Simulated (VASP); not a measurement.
# Mo (Im-3m) in VASP: a series of runs

Mo is run at these levels: PBE+D4; tasks: single point, relaxation of cell and atoms.

All numbers are computed with VASP 6.6.1; they aren't measurements. Logs are shortened: lines on timing, memory, paths and dates and some standing lists are left out, and cuts for length are marked.

## (1) The cell of the first run

The structure is cubic, space group Im-3m (No. 229). Conventional cell: a = 3.138 Å, b = 3.138 Å, c = 3.138 Å, α = 90.00°, β = 90.00°, γ = 90.00°. Within 3.6 Å of Mo (site symmetry m-3m) lie 14 Mo at 2.72 to 3.14 Å.

## (2) Single point, PBE+D4

The input, INCAR:

```
SYSTEM = Mo
  PREC = Accurate
  ENCUT = 520
  EDIFF = 1E-7
  ISMEAR = -1
  SIGMA = 0.1
  LREAL = .FALSE.
  LASPH = .TRUE.
  NELM = 60
  ALGO = Normal
  ISIF = 2
  LWAVE = .FALSE.
  LCHARG = .FALSE.
  GGA = PE
  IVDW = 13
  NBANDS = 13
```

The input, KPOINTS:

```
regular mesh
0
G
  23 23 23
  0 0 0
```

The input, POSCAR:

```
Mo
1.0
   -1.5688413499      1.5688413499      1.5688413499
    1.5688413499     -1.5688413499      1.5688413499
    1.5688413499      1.5688413499     -1.5688413499
Mo
1
Direct
    0.0000000000      0.0000000000      0.0000000000
```

Potentials or basis: VASP PAW PBE potentials, release 64 (Mo_sv).

Started as:

```bash
$ cat potpaw_PBE.64/Mo_sv/POTCAR > POTCAR
$ mpirun -np 1 vasp_std > vasp.out
```

OUTCAR:

```text
SYSTEM = Mo
   PREC = Accurate
   ENCUT = 520
   EDIFF = 1E-7
   ISMEAR = -1
   LREAL = .FALSE.
   LASPH = .TRUE.
   NELM = 60
   ISIF = 2
   GGA = PE
   IVDW = 13

 ion  position               nearest neighbor table
   1  0.000  0.000  0.000-

  LATTYP: Found a body centered cubic cell.
 ALAT       =     3.1376826998

  Lattice vectors:

 A1 = (  -1.5688413499,   1.5688413499,   1.5688413499)
 A2 = (   1.5688413499,  -1.5688413499,   1.5688413499)
 A3 = (   1.5688413499,   1.5688413499,  -1.5688413499)

Analysis of symmetry for initial positions (statically):
=====================================================================
 Subroutine PRICEL returns:
 Original cell was already a primitive cell.

 Routine SETGRP: Setting up the symmetry group for a
 body centered cubic supercell.

 Subroutine GETGRP returns: Found 48 space group operations
 (whereof 48 operations were pure point group operations)
 out of a pool of 48 trial point group operations.

The static configuration has the point symmetry O_h .

Analysis of symmetry for dynamics (positions and initial velocities):
=====================================================================
 Subroutine PRICEL returns:
 Original cell was already a primitive cell.

 Routine SETGRP: Setting up the symmetry group for a
 body centered cubic supercell.

 Subroutine GETGRP returns: Found 48 space group operations
 (whereof 48 operations were pure point group operations)
 out of a pool of 48 trial point group operations.

The dynamic configuration has the point symmetry O_h .

 Subroutine INISYM returns: Found 48 space group operations
 (whereof 48 operations are pure point group operations),
 and found     1 'primitive' translations

----------------------------------------------------------------------------------------

                                     Primitive cell

  volume of cell :      15.4453

  direct lattice vectors                    reciprocal lattice vectors
    -1.568841350  1.568841350  1.568841350     0.000000000  0.318706541  0.318706541
     1.568841350 -1.568841350  1.568841350     0.318706541  0.000000000  0.318706541
     1.568841350  1.568841350 -1.568841350     0.318706541  0.318706541  0.000000000

  length of vectors
     2.717312927  2.717312927  2.717312927     0.450719113  0.450719113  0.450719113

  position of ions in fractional coordinates (direct lattice)
     0.000000000  0.000000000  0.000000000

  ion indices of the primitive-cell ions
   primitive index   ion index
                 1           1

----------------------------------------------------------------------------------------

 KPOINTS: regular mesh

Automatic generation of k-mesh.
 Grid dimensions read from file:
 generate k-points for:   23   23   23

 Generating k-lattice:

  Cartesian coordinates                     Fractional coordinates (reciprocal lattice)
     0.000000000  0.013856806  0.013856806     0.043478261  0.000000000  0.000000000
     0.013856806  0.000000000  0.013856806     0.000000000  0.043478261  0.000000000
     0.013856806  0.013856806  0.000000000     0.000000000  0.000000000  0.043478261

  Length of vectors
     0.019596483  0.019596483  0.019596483

  Shift w.r.t. Gamma in fractional coordinates (k-lattice)
     0.000000000  0.000000000  0.000000000

 Subroutine IBZKPT returns following result:
 ===========================================

 Found    364 irreducible k-points:

 Following reciprocal coordinates:
            Coordinates               Weight
  0.000000  0.000000  0.000000      1.000000
  0.043478  0.000000  0.000000     12.000000
  0.086957  0.000000  0.000000     12.000000
  0.130435  0.000000  0.000000     12.000000
  0.173913  0.000000  0.000000     12.000000
  0.217391  0.000000  0.000000     12.000000
[... 16 lines left out ...]
  0.478261  0.043478  0.000000     24.000000
  0.086957  0.086957  0.000000     24.000000
 [... further k-points ...]
   k-points           NKPTS =    364   k-points in BZ     NKDIM =    364   number of bands    NBANDS=     13
   number of dos      NEDOS =    301   number of ions     NIONS =      1
   total plane-waves  NPLWV =   8000
   dimension x,y,z NGX =    20 NGY =   20 NGZ =   20
   dimension x,y,z NGXF=    40 NGYF=   40 NGZF=   40
   ions per type =               1
   NGX,Y,Z   is equivalent  to a cutoff of  12.24, 12.24, 12.24 a.u.
   NGXF,Y,Z  is equivalent  to a cutoff of  24.47, 24.47, 24.47 a.u.
 SYSTEM =  Mo
   PREC   = accura    normal or accurate (medium, high low for compatibility)
   ISTART =      0    job   : 0-new  1-cont  2-samecut
   ICHARG =      2    charge: 1-file 2-atom 10-const
   ISPIN  =      1    spin polarized calculation?
   LNONCOLLINEAR =      F non collinear calculations
   LSORBIT =      F    spin-orbit coupling
   LASPH  =      T    aspherical Exc in radial PAW
   ENCUT  =  520.0 eV  38.22 Ry    6.18 a.u.   5.05  5.05  5.05*2*pi/ulx,y,z
   NELM   =     60;   NELMIN=  2; NELMDL= -5     # of ELM steps
   EDIFF  = 0.1E-06   stopping-criterion for ELM
   LREAL  =      F    real-space projection
   EDIFFG = 0.1E-05   stopping-criterion for IOM
   NSW    =      0    number of steps for IOM
   IBRION =     -1    ionic relax: 0-MD 1-quasi-New 2-CG
   NFREE  =      0    steps in history (QN), initial steepest desc. (CG)
   ISIF   =      2    stress and relaxation
   ISYM   =      2    0-nonsym 1-usesym 2-fastsym
   POTIM  = 0.5000    time-step for ionic-motion
   TEBEG  =    0.0;   TEEND  =   0.0 temperature during run
   PSTRESS=    0.0 pullay stress
   NELECT =      14.0000    total number of electrons
   NUPDOWN=      -1.0000    fix difference up-down
   EMIN   =  10.00;   EMAX   =-10.00  energy-range for DOS
   EFERMI =   0.00;   METHOD = LEGACY
   ISMEAR =    -1;   SIGMA  =   0.10  broadening in eV -4-tet -1-fermi 0-gaus
   EFERMI_NEDOS =   21; number of points for ismear=-14 and -15
   IALGO  =     38    algorithm
   IMIX   =      4    mixing-type and parameters
     AMIX     =   0.40;   BMIX     =  1.00
     AMIX_MAG =   1.60;   BMIX_MAG =  1.00
  volume/ion in A,a.u.               =      15.45       104.23
  Fermi-wavevector in a.u.,A,eV,Ry     =   1.584353  2.993992 34.152976  2.510173
  Thomas-Fermi vector in A             =   2.683983
   LORBIT       =      0    0 simple, 1 ext, 2 COOP (PROOUT), +10 PAW based schemes
   GGA     = PE    functional components
   LHFCALC =     F    Hartree Fock is set to
   AEXX    =    0.0000 exact exchange contribution
   IVDW    =    13    specifies the selected vdW correction
   LEPSILON=     F    determine dielectric tensor
   LRPA    =     F    only Hartree local field effects (RPA)
 non-spin polarized calculation
  energy-cutoff  :      520.00
  volume of cell :       15.45
 maximum number of plane-waves:       429
   NGX = 11   NGY = 11   NGZ = 11

 number of electron      13.9999999 magnetization

 Free energy of the ion-electron system (eV)
  ---------------------------------------------------
  ext. energy  EPLUGINS =         0.00000000
  ---------------------------------------------------
  free energy    TOTEN  =       -10.93915406 eV

  energy without entropy =      -10.91978321  energy(sigma->0) =      -10.92946863

 E-fermi :  12.7872     XC(G=0): -13.4584

 val. band max:       12.7867168358   @ k =   0.4348   0.1304   0.0000
 cond. band min:      12.8076253449   @ k =  -0.2174   0.2609   0.0870
 fundamental gap:      0.0209085091
 Fermi energy:        12.7872247271

 k-point     1 :       0.0000    0.0000    0.0000
  band No.  band energies     occupation
      1     -48.4956      2.00000
      2     -21.7337      2.00000
      3     -21.7337      2.00000
      4     -21.7337      2.00000
      5       5.5126      2.00000
      6      11.3999      2.00000
      7      11.3999      2.00000
      8      11.3999      2.00000
      9      14.4707      0.00000
     10      14.4707      0.00000
     11      27.6377      0.00000
     12      27.6377      0.00000
     13      27.6377      0.00000

 k-point     2 :       0.0435    0.0000    0.0000
  band No.  band energies     occupation
      1     -48.4905      2.00000
      2     -21.7626      2.00000
      3     -21.7426      2.00000
      4     -21.7339      2.00000
      5       5.5983      2.00000
      6      11.3511      2.00000
      7      11.3926      2.00000
      8      11.4799      2.00000
      9      14.3958      0.00000
     10      14.4717      0.00000
     11      27.7040      0.00000
     12      27.7817      0.00000
     13      27.8129      0.00000

 k-point     3 :       0.0870    0.0000    0.0000
  band No.  band energies     occupation
      1     -48.4758      2.00000
      2     -21.8469      2.00000
      3     -21.7685      2.00000
      4     -21.7345      2.00000
      5       5.8475      2.00000
      6      11.2114      2.00000
      7      11.3633      2.00000
      8      11.7178      1.99995
      9      14.2091      0.00000
     10      14.4767      0.00000
     11      27.8800      0.00000
     12      28.2059      0.00000
     13      28.2844      0.00000
[... 305 lines left out ...]
 k-point    23 :       0.4783    0.0435    0.0000
  band No.  band energies     occupation
      1     -48.2162      2.00000
      2     -23.1792      2.00000
      3     -22.2040      2.00000
      4     -21.7578      2.00000
      5       7.4493      2.00000
      6       9.3472      2.00000
      7      14.0730      0.00001
      8      14.4790      0.00000
      9      15.3971      0.00000
     10      17.7752      0.00000
     11      24.5526      0.00000
     12      24.8958      0.00000
     13      30.1740      0.00000

 k-point    24 :       0.0870    0.0870    0.0000
  band No.  band energies     occupation
      1     -48.4389      2.00000
      2     -22.0532      2.00000
      3     -21.8073      2.00000
      4     -21.7620      2.00000
      5       6.4605      2.00000
      6      10.9783      2.00000
      7      11.0989      2.00000
      8      12.4046      1.95733
      9      13.8411      0.00005
     10      14.5745      0.00000
     11      28.3411      0.00000
     12      29.0277      0.00000
     13      29.2167      0.00000

 [... further k-points ...]

------------------------ aborting loop because EDIFF is reached ----------------------------------------

  DFT-D4 for vdW energy calculation

  Edisp (eV):   -0.61605

  FORCE on cell =-STRESS in cart. coord.  units (eV):
  Direction    XX          YY          ZZ          XY          YZ          ZX
  --------------------------------------------------------------------------------------
  -------------------------------------------------------------------------------------
  Total       0.05352     0.05352     0.05352     0.00000     0.00000    -0.00000
  in kB       5.55137     5.55137     5.55137     0.00000     0.00000    -0.00000
  external pressure =        5.55 kB  Pullay stress =        0.00 kB

 VOLUME and BASIS-vectors are now :
 -----------------------------------------------------------------------------
  energy-cutoff  :      520.00
  volume of cell :       15.45
      direct lattice vectors                 reciprocal lattice vectors
    -1.568841350  1.568841350  1.568841350     0.000000000  0.318706541  0.318706541
     1.568841350 -1.568841350  1.568841350     0.318706541  0.000000000  0.318706541
     1.568841350  1.568841350 -1.568841350     0.318706541  0.318706541  0.000000000

 POSITION                                       TOTAL-FORCE (eV/Angst)
 -----------------------------------------------------------------------------------
      0.00000      0.00000      0.00000        -0.000000      0.000000     -0.000000
 -----------------------------------------------------------------------------------
    total drift:                                0.000000     -0.000000     -0.000000

  FREE ENERGIE OF THE ION-ELECTRON SYSTEM (eV)
  ---------------------------------------------------
  free  energy   TOTEN  =       -11.5552054251 eV

  energy  without entropy=      -11.5358345760  energy(sigma->0) =      -11.54552000
```

It took 43 s on 1 thread of Intel Xeon 8259CL, shared host; peak memory 0.18 GiB.

Results:

- Free energy: -11.5552 eV
- Pressure: 0.6 GPa
- Band gap on the k mesh: zero (bands 7 and 8 overlap by 5.30 eV)
- Dispersion energy per atom: -0.616 eV

Levels at points of the mesh, in eV from the Fermi level:
| k point | band 4 | band 5 | band 6 | band 7 | band 8 | band 9 | band 10 | band 11 |
| --- | --- | --- | --- | --- | --- | --- | --- | --- |
| (0.00, 0.00, 0.00) | -34.52 | -7.27 | -1.39 | -1.39 | -1.39 | 1.68 | 1.68 | 14.85 |

## (3) Relaxation of cell and atoms, PBE+D4

This run uses another cell than the first one, of 15.58 Å³/atom.

The input, INCAR:

```
SYSTEM = Mo
ALGO = Normal
EDIFF = 1E-6
EDIFFG = -0.01
ENCUT = 600
GGA = PE
IBRION = 2
ISIF = 3
ISMEAR = -1
IVDW = 13
LASPH = .TRUE.
LCHARG = .FALSE.
LREAL = .FALSE.
LWAVE = .FALSE.
NELM = 80
NSW = 80
PREC = Accurate
SIGMA = 0.1
```

The input, KPOINTS:

```
k-points
0
G
  23 23 23
  0 0 0
```

The input, POSCAR:

```
Mo
1.0
   -1.5734150000      1.5734150000      1.5734150000
    1.5734150000     -1.5734150000      1.5734150000
    1.5734150000      1.5734150000     -1.5734150000
Mo
1
Direct
    0.0000000000      0.0000000000      0.0000000000
```

Potentials or basis: VASP PAW PBE potentials, release 64 (Mo_sv).

Started as:

```bash
$ cat potpaw_PBE.64/Mo_sv/POTCAR > POTCAR
$ mpirun -np 1 vasp_std > vasp.out
```

OUTCAR:

```text
SYSTEM = Mo
   EDIFF = 1E-6
   EDIFFG = -0.01
   ENCUT = 600
   GGA = PE
   IBRION = 2
   ISIF = 3
   ISMEAR = -1
   IVDW = 13
   LASPH = .TRUE.
   LREAL = .FALSE.
   NELM = 80
   NSW = 80
   PREC = Accurate

 ion  position               nearest neighbor table
   1  0.000  0.000  0.000-

  LATTYP: Found a body centered cubic cell.
 ALAT       =     3.1468300000

  Lattice vectors:

 A1 = (  -1.5734150000,   1.5734150000,   1.5734150000)
 A2 = (   1.5734150000,  -1.5734150000,   1.5734150000)
 A3 = (   1.5734150000,   1.5734150000,  -1.5734150000)

Analysis of symmetry for initial positions (statically):
=====================================================================
 Subroutine PRICEL returns:
 Original cell was already a primitive cell.

 Routine SETGRP: Setting up the symmetry group for a
 body centered cubic supercell.

 Subroutine GETGRP returns: Found 48 space group operations
 (whereof 48 operations were pure point group operations)
 out of a pool of 48 trial point group operations.
[... 246 lines left out ...]
  free energy    TOTEN  =       -10.94041910 eV

  energy without entropy =      -10.92103307  energy(sigma->0) =      -10.93072608

 E-fermi :  12.7596     XC(G=0): -13.4488

 val. band max:       12.7572444639   @ k =   0.4348   0.1304   0.0000
 cond. band min:      12.7812786633   @ k =  -0.2174   0.2609   0.0870
 fundamental gap:      0.0240341995
 Fermi energy:        12.7595563580

 k-point     1 :       0.0000    0.0000    0.0000
  band No.  band energies     occupation
      1     -48.5225      2.00000
      2     -21.7653      2.00000
      3     -21.7653      2.00000
      4     -21.7653      2.00000
      5       5.4912      2.00000
      6      11.3757      2.00000
      7      11.3757      2.00000
      8      11.3757      2.00000
      9      14.4402      0.00000
     10      14.4403      0.00000
     11      27.6083      0.00000
[... 309 lines left out ...]
 k-point    24 :       0.0870    0.0870    0.0000
  band No.  band energies     occupation
      1     -48.4663      2.00000
      2     -22.0830      2.00000
      3     -21.8385      2.00000
      4     -21.7934      2.00000
      5       6.4374      2.00000
      6      10.9552      2.00000
      7      11.0756      2.00000
      8      12.3781      1.95685
      9      13.8125      0.00005
     10      14.5438      0.00000
     11      28.3094      0.00000

 [... further k-points ...]

------------------------ aborting loop because EDIFF is reached ----------------------------------------

  DFT-D4 for vdW energy calculation

  Edisp (eV):   -0.61508
[... 24 lines left out ...]
  FREE ENERGIE OF THE ION-ELECTRON SYSTEM (eV)
  ---------------------------------------------------
  free  energy   TOTEN  =       -11.5554986958 eV

  energy  without entropy=      -11.5361126645  energy(sigma->0) =      -11.54580568

 reached required accuracy - stopping structural energy minimisation
```

OSZICAR:

```text
N       E                     dE             d eps       ncg     rms          rms(c)
DAV:   1     0.101720862617E+03    0.10172E+03   -0.89639E+03  8048   0.145E+03
DAV:   2    -0.100396678691E+02   -0.11176E+03   -0.10823E+03  8752   0.365E+02
DAV:   3    -0.115929858283E+02   -0.15533E+01   -0.15376E+01  9193   0.430E+01
DAV:   4    -0.115975594994E+02   -0.45737E-02   -0.45647E-02  8832   0.265E+00
[... 20 lines left out ...]
DAV:   3    -0.109399669163E+02    0.45021E-02   -0.19679E-02  8732   0.175E+00    0.397E-01
DAV:   4    -0.109404212018E+02   -0.45429E-03   -0.36660E-04  8425   0.227E-01    0.306E-02
DAV:   5    -0.109404179482E+02    0.32535E-05   -0.21179E-05  9048   0.564E-02    0.473E-03
DAV:   6    -0.109404190239E+02   -0.10756E-05   -0.18255E-07  5184   0.685E-03    0.153E-03
DAV:   7    -0.109404190983E+02   -0.74403E-07   -0.20951E-08  4193   0.204E-03
   3 F= -.11555499E+02 E0= -.11545806E+02  d E =-.671752E-03
```

CONTCAR:

```text
Mo
   1.00000000000000
    -1.5697129134882304    1.5697129134882304    1.5697129134882304
     1.5697129134882304   -1.5697129134882304    1.5697129134882304
     1.5697129134882304    1.5697129134882304   -1.5697129134882304
  Mo
     1
Direct
     0.0000000000000000    0.0000000000000000    0.0000000000000000

  0.00000000E+00  0.00000000E+00  0.00000000E+00
```

It took 92 s on 1 thread of Intel Xeon 8259CL, shared host; peak memory 0.22 GiB.

Results:

* Free energy: -11.5555 eV
* Relaxed volume: 15.47 Å³/atom
* Relaxed cell: a = 2.719 Å, b = 2.719 Å, c = 2.719 Å, α = 109.47°, β = 109.47°, γ = 109.47°
* Space group after relaxing (to 0.1 Å): Im-3m (No. 229)
* Energy gained by relaxing: 0.7 meV/atom
* Ionic steps: 3
* Pressure after relaxing: 0.0 GPa
* Band gap on the k mesh: zero (bands 7 and 8 overlap by 5.29 eV)
* Dispersion energy per atom: -0.615 eV

The path:
```
step  energy change (eV)  largest force (eV/Å)  pressure (GPa)  volume (Å³)
   1              0.0000                0.0000           -1.91        15.58
   2              0.0046                0.0000            5.68        15.17
   3             -0.0007                0.0000           -0.01        15.47
```

Final structure:
```
CELL_PARAMETERS angstrom
-1.56971 1.56971 1.56971
1.56971 -1.56971 1.56971
1.56971 1.56971 -1.56971
ATOMIC_POSITIONS crystal
Mo 0.00000 0.00000 0.00000
```

The gap in the log of VASP goes by the Fermi energy; the results here count the filled bands.